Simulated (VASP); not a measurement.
# Os (a cell with a defect): density of states with PBE

Os (a cell with a defect):

```xyz
3
Lattice="3.9448 2.2836 0.0000 -1.3183 2.2894 -0.0035 1.3161 2.2817 4.1675" Properties=species:S:1:pos:R:3 pbc="T T T"
Os   -0.0702    1.5320    0.6899
Os    2.6658    3.1421    3.0067
Os    3.6990    5.0867    3.1391
```

* Program: VASP 6.6.1
* Task: density of states
* Functional: PBE
* Potentials or basis: VASP PAW PBE potentials, release 64 (Os)
* Cutoff: 520 eV
* k mesh: 5 × 7 × 4, shifted
* Occupations: methfessel-paxton, width 0.16 eV
* Spin: no spin polarisation
* Dipole correction: no
* k mesh for the DOS: 8 × 11 × 6
* Occupations for the DOS: tetrahedron
* Further INCAR settings: ALGO = Normal; EDIFF = 1e-06

| Property | Result |
| --- | --- |
| Valence electrons inside the program's atomic spheres | Os 7.44, 7.86, 7.64 |

Levels at points of the mesh, in eV from the Fermi level:
| k point | band 10 | band 11 | band 12 | band 13 | band 14 | band 15 |
| --- | --- | --- | --- | --- | --- | --- |
| (0.00, 0.00, 0.00) | -1.38 | -0.30 | 0.58 | 1.10 | 1.25 | 2.24 |
| (0.50, 0.00, 0.00) | -2.01 | -1.33 | -0.86 | 0.02 | 0.05 | 0.57 |
| (0.00, 0.00, 0.50) | -1.51 | -1.33 | -0.34 | 0.08 | 1.63 | 1.80 |
| (0.50, 0.00, 0.50) | -1.69 | -1.08 | -0.65 | -0.13 | 1.09 | 1.15 |

It took 2.7 min on 1 thread of AMD EPYC 7R43 64-Core Processor (Zen 3), with other jobs on the host, peak memory 0.27 GiB.

Caveat: the k points lie up to 0.38 Å⁻¹ apart; spin-orbit coupling is left out, which moves the levels of the heavy elements.
